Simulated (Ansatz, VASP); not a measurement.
# GaF: VASP and Ansatz over several settings

```
CELL_PARAMETERS angstrom
0.00000 2.57696 2.57696
2.57696 0.00000 2.57696
2.57696 2.57696 0.00000
ATOMIC_POSITIONS crystal
Ga 0.25000 0.25000 0.25000
F 0.00000 0.00000 0.00000
```

Single points on this cell with VASP 6.6.1 and Ansatz 0.2.0. Each row is one pair of runs. Alike in all rows: spin: off; k mesh: 9 × 9 × 9; VASP's potentials, cutoff: VASP PAW PBE potentials, release 64 (Ga_d, F), 600 eV; Ansatz's potentials, cutoff: Ansatz PAW, 420 eV.

```tsv
level	smearing	gap on the k mesh at the Fermi level (eV), VASP	gap on the k mesh at the Fermi level (eV), Ansatz	least direct gap on the mesh (eV), VASP	least direct gap on the mesh (eV), Ansatz	pressure (GPa), VASP	pressure (GPa), Ansatz
PBE	gaussian, width 0.013 eV	1.01	1.01	1.01	1.01	14.5	14.5
PBE	gaussian, width 0.014 eV	1.01	1.01	1.01	1.01	14.5	14.5
PBE	gaussian, width 0.015 eV	1.01	1.01	1.01	1.01	14.5	14.5
PBE	gaussian, width 0.016 eV	1.01	1.01	1.01	1.01	14.5	14.5
PBE	gaussian, width 0.018 eV	1.01	1.01	1.01	1.01	14.5	14.5
PBE	gaussian, width 0.019 eV	1.01	1.01	1.01	1.01	14.5	14.5
PBE	gaussian, width 0.02 eV	1.01	1.01	1.01	1.01	14.5	14.5
PBE	gaussian, width 0.021 eV	1.01	1.01	1.01	1.01	14.5	14.5
```

Gap on the k mesh at the fermi level (eV): the two programs differ by at most 0.003; least direct gap on the mesh (eV): the two programs differ by at most 0.003; pressure (GPa): the two programs differ by at most 0.02.

Noted on Ansatz's runs: odd divisions of the mesh miss points on the zone boundary, where band edges often lie, so the gap on the mesh can be too wide.
